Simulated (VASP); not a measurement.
LiF (Griceite), 2 atoms in the cell. It takes space group Fm-3m (No. 225, cubic). The conventional cell has a = 3.951 Å, b = 3.951 Å, c = 3.951 Å, α = 90.00°, β = 90.00°, γ = 90.00°. Li (site symmetry m-3m) has 6 F at 1.98 Å within 2.6 Å. Within 2.6 Å of F (site symmetry m-3m) lie 6 Li at 1.98 Å.  This cell differs from its parent crystal: strain -1.0%.

- Program: VASP 6.6.1
- Task: single point
- Functional: PBE
- Potentials or basis: VASP PAW PBE potentials, release 64 (Li_sv, F)
- Cutoff: 520 eV
- k mesh: 6 × 6 × 6
- Occupations: gaussian, width 0.01 eV
- Spin: no spin polarisation
- Dipole correction: no
- Further INCAR settings: ALGO = Normal; EDIFF = 1e-06; NBANDS = 12

Potentials or basis: VASP PAW PBE potentials, release 64 (Li_sv, F).

Launch:

```console
$ cat potpaw_PBE.64/Li_sv/POTCAR potpaw_PBE.64/F/POTCAR > POTCAR
$ mpirun -np 1 vasp_std > vasp.out
```

Hardware: 1 thread of Intel(R) Xeon(R) Platinum 8488C (Sapphire Rapids), on a shared host.

**Question.** Estimate the wall time of this run.

**Answer.** Run time: 5.6 s on 1 thread of Intel(R) Xeon(R) Platinum 8488C (Sapphire Rapids) (shared host), peak memory 0.12 GiB. Counts: scf iterations 12, k points 16.
